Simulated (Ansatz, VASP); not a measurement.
## Two plane-wave programs on K3ScSi

```
K Sc Si
1.0
     6.47927    0.00000    0.00000
     0.00000    6.47927    0.00000
     0.00000    0.00000    6.47927
K Sc Si
3 1 1
Direct
  0.00000 0.50000 0.50000
  0.50000 0.00000 0.50000
  0.50000 0.50000 0.00000
  0.00000 0.00000 0.00000
  0.50000 0.50000 0.50000
```

Change from the starting cell: species swapped into the ScRh3C type (Pm-3m, No. 221).

Alike in both runs: functional PBE; k mesh 6 × 6 × 6; occupations gaussian, width 0.1 eV; collinear spin.

Ansatz relaxed the structure, and its values are those at the end. VASP's run is a single point on that final structure, the one shown.

|  | VASP | Ansatz |
| --- | --- | --- |
| version | VASP 6.6.1 | Ansatz 0.2.0 |
| potentials or method | VASP PAW PBE potentials, release 64 (K_sv, Sc_sv, Si), cutoff 520 eV | scalar-relativistic, plane waves, PAW |
| valence electrons in the cell | 42 | 42 |

```tsv
	VASP	Ansatz	Ansatz less VASP
gap on the k mesh at the Fermi level (eV)	none	none	-
pressure (GPa)	-0.2	0.0	+0.23
net moment per atom (μB)	0.00	0.00	0.000
size of the moment on the site where the two differ most (μB)	0.00	1.19	+1.186
```

Site moments also hang on the region over which each program counts them. A gap of «none» marks a metal or a gap that the smearing closes. Ansatz's warnings: given moment on shells, seeded moment not kept.
